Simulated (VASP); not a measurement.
Here is a VASP 6.6.1 calculation.

The input INCAR:

```
SYSTEM = PbS
ALGO     = Normal         ! electronic algorithm
EDIFF    = 1E-6           ! SCF threshold, eV
ENCUT    = 500            ! plane-wave cutoff, eV
GGA      = PE             ! functional
GGA_COMPAT= .FALSE.      
ISIF     = 2              ! what is computed and relaxed
ISMEAR   = 0              ! smearing method
LASPH    = .TRUE.         ! aspherical terms in the spheres
LCHARG   = .FALSE.        ! write CHGCAR
LREAL    = .FALSE.        ! projectors in reciprocal space
LWAVE    = .FALSE.        ! write WAVECAR
NBANDS   = 17             ! bands
NELM     = 120            ! most SCF steps
PREC     = Accurate       ! precision mode
SIGMA    = 0.1            ! smearing width, eV
```

KPOINTS

```
k-points
0
G
  2 2 2
  0 0 0
```

Contents of POSCAR:

```
PbS
1.0
    3.5426638795      0.0000000000      0.0000000000
    0.0000000000      3.5426638795      0.0000000000
    0.0000000000      0.0000000000      3.5426638795
Pb S
1 1
Direct
    0.0000000000      0.0000000000      0.0000000000
    0.5000000000      0.5000000000      0.5000000000
```

Potentials or basis: VASP PAW PBE potentials, release 64 (Pb_d, S).

Command:

```console
$ cat potpaw_PBE.64/Pb_d/POTCAR potpaw_PBE.64/S/POTCAR > POTCAR
$ mpirun -np 1 vasp_std > vasp.out
```

(1) What does it give for the pressure?

(2) What does it give for the band gap on the k mesh?

Answers

(1) -0.1 GPa.

(2) zero (band 10 reaches 7.32 eV, above the bottom of band 11 at 6.45 eV).

Caveat: the k points lie up to 0.89 Å⁻¹ apart; spin-orbit coupling is left out, which moves the levels of the heavy elements.
